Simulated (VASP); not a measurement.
# SnSe2 (P-3m1) in VASP: single point with r2SCAN

Aim: the single point of SnSe2 with r2SCAN.

Everything below comes from runs of VASP 6.6.1. Logs are shortened: lines on timing, memory, paths and dates and some standing lists are left out, and cuts for length are marked.

## Step 1: The cell of the first run

The structure is trigonal, space group P-3m1 (No. 164). The conventional cell has a = 3.779 Å, b = 3.779 Å, c = 6.739 Å, α = 90.00°, β = 90.00°, γ = 120.00°. Sn (site symmetry -3m) has 6 Se at 2.72 Å within 3.6 Å. Within 3.6 Å of Se (site symmetry 3m) lie 3 Sn at 2.72 Å.

## Step 2: Single point, r2SCAN

File POSCAR:

```
SnSe2
1.0
    3.7786121745      0.0000000000      0.0000000000
   -1.8893060873      3.2723741341      0.0000000000
    0.0000000000      0.0000000000      6.7389728787
Sn Se
1 2
Direct
    0.0000000000      0.0000000000      0.0000000000
    0.3333333333      0.6666666667      0.2412719747
    0.6666666667      0.3333333333      0.7587280253
```

File INCAR.step1:

```
ALGO = Normal
EDIFF = 1E-4
ENCUT = 520
GGA = PE
ISMEAR = 0
LASPH = True
LCHARG = False
LREAL = False
LWAVE = True
NBANDS = 20
NELM = 80
PREC = Accurate
SIGMA = 0.05
```

File INCAR.step2:

```
ALGO = Normal
EDIFF = 1E-6
ENCUT = 520
ISIF = 2
ISMEAR = 0
ISTART = 1
LASPH = True
LCHARG = False
LMIXTAU = True
LREAL = False
LWAVE = False
METAGGA = R2SCAN
NBANDS = 20
NELM = 80
PREC = Accurate
SIGMA = 0.05
```

File KPOINTS:

```
k-points
0
Gamma
  12 12 6
```

Potentials or basis: VASP PAW PBE potentials, release 64 (Sn_d, Se).

Command:

```sh
cat potpaw_PBE.64/Sn_d/POTCAR potpaw_PBE.64/Se/POTCAR > POTCAR
cp INCAR.step1 INCAR
mpirun -np 1 vasp_std > vasp.out
cp INCAR.step2 INCAR
mpirun -np 1 vasp_std > vasp.out
```

OUTCAR:

```text
EDIFF = 1E-6
   ENCUT = 520
   ISIF = 2
   ISMEAR = 0
   ISTART = 1
   LASPH = True
   LREAL = False
   METAGGA = R2SCAN
   NELM = 80
   PREC = Accurate

 ion  position               nearest neighbor table
   1  0.000  0.000  0.000-   2 2.72   3 2.72   2 2.72   3 2.72   3 2.72   2 2.72
   2  0.333  0.667  0.241-   1 2.72   1 2.72   1 2.72
   3  0.667  0.333  0.759-   1 2.72   1 2.72   1 2.72

  LATTYP: Found a hexagonal cell.
 ALAT       =     3.7786121745
 C/A-ratio  =     1.7834518515

  Lattice vectors:

 A1 = (   3.7786121745,   0.0000000000,   0.0000000000)
 A2 = (  -1.8893060873,   3.2723741341,   0.0000000000)
 A3 = (   0.0000000000,   0.0000000000,   6.7389728787)

Analysis of symmetry for initial positions (statically):
=====================================================================
 Subroutine PRICEL returns:
 Original cell was already a primitive cell.

 Routine SETGRP: Setting up the symmetry group for a
 hexagonal supercell.

 Subroutine GETGRP returns: Found 12 space group operations
 (whereof 12 operations were pure point group operations)
 out of a pool of 24 trial point group operations.

The static configuration has the point symmetry D_3d.

Analysis of symmetry for dynamics (positions and initial velocities):
=====================================================================
 Subroutine PRICEL returns:
 Original cell was already a primitive cell.

 Routine SETGRP: Setting up the symmetry group for a
 hexagonal supercell.

 Subroutine GETGRP returns: Found 12 space group operations
 (whereof 12 operations were pure point group operations)
 out of a pool of 24 trial point group operations.

The dynamic configuration has the point symmetry D_3d.

 Subroutine INISYM returns: Found 12 space group operations
 (whereof 12 operations are pure point group operations),
 and found     1 'primitive' translations

----------------------------------------------------------------------------------------

                                     Primitive cell

  volume of cell :      83.3276

  direct lattice vectors                    reciprocal lattice vectors
     3.778612175  0.000000000  0.000000000     0.264647430  0.152794265  0.000000000
    -1.889306087  3.272374134  0.000000000     0.000000000  0.305588530  0.000000000
     0.000000000  0.000000000  6.738972879     0.000000000  0.000000000  0.148390566

[... 76 lines left out ...]
   PREC   = accura    normal or accurate (medium, high low for compatibility)
   ISTART =      1    job   : 0-new  1-cont  2-samecut
   ICHARG =      0    charge: 1-file 2-atom 10-const
   ISPIN  =      1    spin polarized calculation?
   LNONCOLLINEAR =      F non collinear calculations
   LSORBIT =      F    spin-orbit coupling
   LASPH  =      T    aspherical Exc in radial PAW
   ENCUT  =  520.0 eV  38.22 Ry    6.18 a.u.   7.03  7.03 12.53*2*pi/ulx,y,z
   NELM   =     80;   NELMIN=  2; NELMDL=  0     # of ELM steps
   EDIFF  = 0.1E-05   stopping-criterion for ELM
   LREAL  =      F    real-space projection
   EDIFFG = 0.1E-04   stopping-criterion for IOM
   NSW    =      0    number of steps for IOM
   IBRION =     -1    ionic relax: 0-MD 1-quasi-New 2-CG
   NFREE  =      0    steps in history (QN), initial steepest desc. (CG)
   ISIF   =      2    stress and relaxation
   ISYM   =      2    0-nonsym 1-usesym 2-fastsym
   POTIM  = 0.5000    time-step for ionic-motion
   TEBEG  =    0.0;   TEEND  =   0.0 temperature during run
   PSTRESS=    0.0 pullay stress
   NELECT =      26.0000    total number of electrons
   NUPDOWN=      -1.0000    fix difference up-down
   EMIN   =  10.00;   EMAX   =-10.00  energy-range for DOS
   EFERMI =   0.00;   METHOD = LEGACY
   ISMEAR =     0;   SIGMA  =   0.05  broadening in eV -4-tet -1-fermi 0-gaus
   EFERMI_NEDOS =   21; number of points for ismear=-14 and -15
   IALGO  =     38    algorithm
   IMIX   =      4    mixing-type and parameters
     AMIX     =   0.40;   BMIX     =  1.00
     AMIX_MAG =   1.60;   BMIX_MAG =  1.00
  volume/ion in A,a.u.               =      27.78       187.44
  Fermi-wavevector in a.u.,A,eV,Ry     =   1.110375  2.098304 16.775063  1.232932
  Thomas-Fermi vector in A             =   2.246926
   LORBIT       =      0    0 simple, 1 ext, 2 COOP (PROOUT), +10 PAW based schemes
   METAGGA = R2SCAN    functional components
   LHFCALC =     F    Hartree Fock is set to
   AEXX    =    0.0000 exact exchange contribution
   IVDW    =     0    specifies the selected vdW correction
   LEPSILON=     F    determine dielectric tensor
   LRPA    =     F    only Hartree local field effects (RPA)
 non-spin polarized calculation
 Gauss-broadening in eV      SIGMA  =   0.05
  energy-cutoff  :      520.00
  volume of cell :       83.33
 maximum number of plane-waves:      2263
   NGX = 15   NGY = 15   NGZ = 25

 number of electron      25.9999996 magnetization

 Free energy of the ion-electron system (eV)
  ---------------------------------------------------
  ext. energy  EPLUGINS =         0.00000000
  ---------------------------------------------------
  free energy    TOTEN  =       -54.61017641 eV

  energy without entropy =      -54.61017641  energy(sigma->0) =      -54.61017641

 E-fermi :   3.3807     XC(G=0):  -9.5754

 val. band max:        3.1587794465   @ k =   0.0833   0.0000   0.1667
 cond. band min:       3.9590837029   @ k =   0.5000   0.0000   0.5000
 fundamental gap:      0.8003042564
 Fermi energy:         3.3807425155

 k-point     1 :       0.0000    0.0000    0.0000
  band No.  band energies     occupation
      1     -18.7680      2.00000
      2     -18.7679      2.00000
      3     -18.7039      2.00000
      4     -18.6998      2.00000
      5     -18.6998      2.00000
      6     -11.0878      2.00000
[... 541 lines left out ...]
     19      11.8879      0.00000
     20      12.4510      0.00000

 [... further k-points ...]
[... 5 lines left out ...]
  --------------------------------------------------------------------------------------
  -------------------------------------------------------------------------------------
  Total        0.7332455      0.7332455     -1.1180004     -0.0000000     -0.0000000     -0.0000000
  in kB       14.0984390     14.0984390    -21.4962929     -0.0000000     -0.0000000     -0.0000000
  external PRESSURE =       2.2335284 kB  Pullay stress =       0.0000000 kB

 VOLUME and BASIS-vectors are now :
 -----------------------------------------------------------------------------
  energy-cutoff  :      520.00
  volume of cell :       83.33
      direct lattice vectors                 reciprocal lattice vectors
     3.778612175  0.000000000  0.000000000     0.264647430  0.152794265  0.000000000
    -1.889306087  3.272374134  0.000000000     0.000000000  0.305588530  0.000000000
     0.000000000  0.000000000  6.738972879     0.000000000  0.000000000  0.148390566

 POSITION                                       TOTAL-FORCE (eV/Angst)
 -----------------------------------------------------------------------------------
      0.00000      0.00000      0.00000         0.000000      0.000000     -0.000000
     -0.00000      2.18158      1.62593        -0.000000     -0.000000     -0.313985
      1.88931      1.09079      5.11305         0.000000      0.000000      0.313985
 -----------------------------------------------------------------------------------
    total drift:                               -0.000000      0.000000     -0.000000

  FREE ENERGIE OF THE ION-ELECTRON SYSTEM (eV)
  ---------------------------------------------------
  free  energy   TOTEN  =       -54.6101764051 eV

  energy  without entropy=      -54.6101764051  energy(sigma->0) =      -54.61017641
```

OUTCAR.step1:

```text
EDIFF = 1E-4
   ENCUT = 520
   GGA = PE
   ISMEAR = 0
[... 778 lines left out ...]
      0.00000      0.00000      0.00000        -0.000000      0.000000      0.000000
     -0.00000      2.18158      1.62593         0.000000      0.000000     -0.015244
      1.88931      1.09079      5.11305        -0.000000     -0.000000      0.015244
 -----------------------------------------------------------------------------------
    total drift:                               -0.000000      0.000000     -0.000000

  FREE ENERGIE OF THE ION-ELECTRON SYSTEM (eV)
  ---------------------------------------------------
  free  energy   TOTEN  =       -11.8324578512 eV

  energy  without entropy=      -11.8324578512  energy(sigma->0) =      -11.83245785
```

OSZICAR.step1:

```text
N       E                     dE             d eps       ncg     rms          rms(c)
DAV:   1     0.204088301500E+03    0.20409E+03   -0.12060E+04  4036   0.144E+03
DAV:   2     0.119406799577E+02   -0.19215E+03   -0.18482E+03  4272   0.375E+02
DAV:   3    -0.112477029592E+02   -0.23188E+02   -0.22667E+02  4952   0.114E+02
DAV:   4    -0.120710932489E+02   -0.82339E+00   -0.82197E+00  4748   0.226E+01
DAV:   5    -0.120913753481E+02   -0.20282E-01   -0.20281E-01  5628   0.370E+00    0.491E+00
DAV:   6    -0.118504137321E+02    0.24096E+00   -0.51352E-01  6088   0.731E+00    0.314E+00
DAV:   7    -0.118321507868E+02    0.18263E-01   -0.14593E-01  4612   0.240E+00    0.978E-01
DAV:   8    -0.118319793685E+02    0.17142E-03   -0.12104E-02  5124   0.973E-01    0.271E-01
DAV:   9    -0.118324470733E+02   -0.46770E-03   -0.14776E-03  4424   0.287E-01    0.815E-02
DAV:  10    -0.118324578512E+02   -0.10778E-04   -0.11078E-04  3604   0.781E-02
   1 F= -.11832458E+02 E0= -.11832458E+02  d E =-.175279E-12
```

Run time: 14 min. Hardware: 1 thread of Intel Xeon 8259CL, shared host; peak memory 0.32 GiB.

Results:

* Free energy: -54.6102 eV
* Pressure: 0.2 GPa
* Largest force: 0.314 eV/Å
* Band gap on the k mesh: 0.80 eV (least direct gap 1.34 eV)

Forces in eV/Å, atoms in the order of the input:
```
Sn   0.000  0.000  0.000
Se   0.000  0.000 -0.314
Se   0.000  0.000  0.314
```

Stress tensor (GPa, compression positive):
```
 1.41  0.00  0.00
 0.00  1.41  0.00
 0.00  0.00 -2.15
```

Levels at points of the mesh, in eV from the valence-band top:
```
           k point  band 11  band 12  band 13  band 14  band 15  band 16
(0.00, 0.00, 0.00)    -0.46    -0.13    -0.13     1.55     3.79     5.11
(0.50, 0.00, 0.00)    -2.34    -1.19    -0.36     1.19     4.27     5.83
(0.00, 0.00, 0.50)    -0.51    -0.05    -0.05     2.73     3.71     4.99
(0.50, 0.00, 0.50)    -2.26    -0.91    -0.54     0.80     4.49     5.04
```

Caveat: the PAW data sets were made with another functional, which shifts forces and pressure a little; spin-orbit coupling is left out, which moves the levels of the heavy elements.
